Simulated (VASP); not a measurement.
Write the native input for VASP 6.6.1 that does the following.

```
Task                    : density of states
Functional              : PBE
Potentials or basis     : VASP PAW PBE potentials, release 64 (Ga_d, P, As)
Cutoff                  : 520 eV
k mesh                  : 6 × 6 × 6
Occupations             : gaussian, width 0.02 eV
Spin                    : no spin polarisation
Dipole correction       : no
k mesh for the DOS      : 9 × 9 × 9
Occupations for the DOS : tetrahedron
Further INCAR settings  : ALGO = Normal; EDIFF = 1e-06; NBANDS = 46
```

Ga4AsP3:

```
CELL_PARAMETERS angstrom
5.56378 0.00000 0.00000
0.00000 5.56378 0.00000
0.00000 0.00000 5.56378
ATOMIC_POSITIONS crystal
Ga 0.75450 0.75450 0.24550
Ga 0.75450 0.24550 0.75450
Ga 0.24550 0.75450 0.75450
Ga 0.24550 0.24550 0.24550
P 0.50000 0.00000 0.00000
P 0.00000 0.50000 0.00000
P 0.00000 0.00000 0.50000
As 0.50000 0.50000 0.50000
```

The input as run:

POSCAR

```
Ga4AsP3
1.0
    5.5637786000      0.0000000000      0.0000000000
    0.0000000000      5.5637786000      0.0000000000
    0.0000000000      0.0000000000      5.5637786000
Ga P As
4 3 1
Direct
    0.7545030000      0.7545030000      0.2454970000
    0.7545030000      0.2454970000      0.7545030000
    0.2454970000      0.7545030000      0.7545030000
    0.2454970000      0.2454970000      0.2454970000
    0.5000000000      0.0000000000      0.0000000000
    0.0000000000      0.5000000000      0.0000000000
    0.0000000000      0.0000000000      0.5000000000
    0.5000000000      0.5000000000      0.5000000000
```

INCAR.step1

```
SYSTEM = Ga4AsP3
ALGO = Normal ; EDIFF = 1E-6
ENCUT = 520 ; GGA = PE
ISIF = 2 ; ISMEAR = 0
LASPH = .TRUE. ; LCHARG = .TRUE.
LREAL = .FALSE. ; LWAVE = .FALSE.
NBANDS = 46 ; NELM = 80
PREC = Accurate ; SIGMA = 0.02
```

KPOINTS.step1

```
k-points
0
G
  6 6 6
  0 0 0
```

INCAR.step2

```
SYSTEM = Ga4AsP3
ALGO = Normal ; EDIFF = 1E-6
ENCUT = 520 ; GGA = PE
ICHARG = 11 ; ISIF = 2
ISMEAR = -5 ; LASPH = .TRUE.
LCHARG = .FALSE. ; LORBIT = 11
LREAL = .FALSE. ; LWAVE = .FALSE.
NBANDS = 46 ; NEDOS = 2001
NELM = 80 ; PREC = Accurate
SIGMA = 0.02
```

KPOINTS.step2

```
k-points
0
G
  9 9 9
  0 0 0
```

Potentials or basis: VASP PAW PBE potentials, release 64 (Ga_d, P, As).

Run with:

```bash
$ cat potpaw_PBE.64/Ga_d/POTCAR potpaw_PBE.64/P/POTCAR potpaw_PBE.64/As/POTCAR > POTCAR
$ cp INCAR.step1 INCAR
$ cp KPOINTS.step1 KPOINTS
$ mpirun -np 1 vasp_std > vasp.out
$ cp INCAR.step2 INCAR
$ cp KPOINTS.step2 KPOINTS
$ mpirun -np 1 vasp_std > vasp.out
```

Results of the run:

* Valence electrons inside the program's atomic spheres: Ga 11.67; P 2.52; As 2.84

It took 8.9 min on 1 thread of Oxide Virtual Turin-like Processor, with other jobs on the host, peak memory 0.35 GiB.
